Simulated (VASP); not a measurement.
Set up this calculation in VASP 6.6.1, as the native input.

| Quantity | Value |
| --- | --- |
| Task | single point |
| Functional | PBE |
| Potentials or basis | VASP PAW PBE potentials, release 64 (Rb_sv, Br) |
| Cutoff | 520 eV |
| k mesh | 6 × 6 × 6 |
| Occupations | gaussian, width 0.05 eV |
| Spin | no spin polarisation |
| Dipole correction | no |
| Further INCAR settings | ALGO = Normal; EDIFF = 1e-06; NBANDS = 15 |

The structure of RbBr lies in POSCAR:

```
RbBr
1.0
    4.0809516169      0.0000000000      0.0000000000
    0.0000000000      4.0809516169      0.0000000000
    0.0000000000      0.0000000000      4.1929021031
Rb Br
1 1
Direct
   -0.0925781756      0.0000000000      0.0000000000
    0.5990244918      0.5000000000      0.5000000000
```

This cell differs from its parent crystal: atoms displaced along a vibrational mode, the cell strained.

One way to write it, as run:

INCAR

```
PREC = Accurate
ENCUT = 520
EDIFF = 1E-6
ISMEAR = 0
SIGMA = 0.05
LREAL = False
LASPH = True
NELM = 100
ALGO = Normal
ISIF = 2
LWAVE = False
LCHARG = True
GGA = PE
LELF = True
LVHAR = True
NBANDS = 15
```

KPOINTS

```
Automatic mesh
0
Gamma
  6 6 6
```

Potentials or basis: VASP PAW PBE potentials, release 64 (Rb_sv, Br).

Run with:

```bash
$ cat potpaw_PBE.64/Rb_sv/POTCAR potpaw_PBE.64/Br/POTCAR > POTCAR
$ mpirun -np 1 vasp_std > vasp.out
```

It gave:

```
Pressure               : 3.8 GPa
Largest force          : 0.691 eV/Å
Band gap on the k mesh : 4.07 eV (least direct gap 4.25 eV)
```

Caveat: the cell differs from its parent crystal (atoms displaced along a vibrational mode, the cell strained); the cell stands under pressure.

Wall time 40 s on 1 thread of Intel(R) Xeon(R) Platinum 8375C CPU @ 2.90GHz (Ice Lake), on a shared host, peak memory 0.21 GiB.
